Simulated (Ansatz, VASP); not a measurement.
**Zn2O in VASP and in Ansatz**

INCAR

```
SYSTEM = Zn2O
PREC = Accurate
ENCUT = 600
EDIFF = 1E-6
ISMEAR = 0
SIGMA = 0.1
LREAL = .FALSE.
LASPH = .TRUE.
NELM = 100
ALGO = Normal
ISIF = 3
LWAVE = .FALSE.
LCHARG = .FALSE.
GGA = PS
IBRION = 2
NSW = 80
EDIFFG = -0.05
```

KPOINTS

```
regular mesh
0
G
  6 6 6
  0 0 0
```

Contents of POSCAR:

```
Zn2O
1.0
    4.0547033206      0.0000000000      0.0000000000
    0.0000000000      4.0547033206      0.0000000000
    0.0000000000      0.0000000000      4.0547033206
Zn O
4 2
Direct
    0.2500000000      0.2500000000      0.2500000000
    0.2500000000      0.7500000000      0.7500000000
    0.7500000000      0.7500000000      0.2500000000
    0.7500000000      0.2500000000      0.7500000000
    0.0000000000      0.0000000000      0.0000000000
    0.5000000000      0.5000000000      0.5000000000
```

Input for Ansatz:

```yaml
crystal:
  lattice:
    - [4.0547033206, 0.0, 0.0]
    - [0.0, 4.0547033206, 0.0]
    - [0.0, 0.0, 4.0547033206]
  atoms:
    - { symbol: Zn, position: [0.25, 0.25, 0.25] }
    - { symbol: Zn, position: [0.25, 0.75, 0.75] }
    - { symbol: Zn, position: [0.75, 0.75, 0.25] }
    - { symbol: Zn, position: [0.75, 0.25, 0.75] }
    - { symbol: O, position: [0.0, 0.0, 0.0] }
    - { symbol: O, position: [0.5, 0.5, 0.5] }
basis:
  ecutwfc: 420
kpoints:
  mp_grid: { grid: [6, 6, 6] }
hamiltonian:
  xc: pbesol
scf:
  occupations: { method: gaussian, width: 0.1 }
output:
  forces: true
  stress: true
  eigenvalues: true
relax:
  adjacent_minimum: "off"
  f_tol: 0.05
  max_steps: 60
  cell: { stress_tol: 0.5 }
```

Alike in both runs: task relaxation of cell and atoms; functional PBEsol; k mesh 6 × 6 × 6; occupations gaussian, width 0.1 eV; no spin polarisation.

```csv
,VASP,Ansatz
version,VASP 6.6.1,Ansatz 0.2.0
potentials or method,"VASP PAW PBE potentials, release 64 (Zn, O), cutoff 600 eV","scalar-relativistic, plane waves, PAW"
valence electrons in the cell,60,60
```

|  | VASP | Ansatz | Ansatz less VASP |
| --- | --- | --- | --- |
| gap on the k mesh at the Fermi level, each at its own relaxed structure (eV) | none | none | - |
| relaxed volume (Å³/atom) | 15.33 | 15.30 | -0.034 |
| relaxed length of the cell vector where the two differ most in proportion (Å) | 4.514 | 4.511 | -0.0033 |

VASP's potentials were made for PBE, not for PBEsol. A gap of «none» marks a metal or a gap that the smearing closes.

Noted on VASP's run: the volume moved by over 15 % at a fixed basis, so the end points are rough.
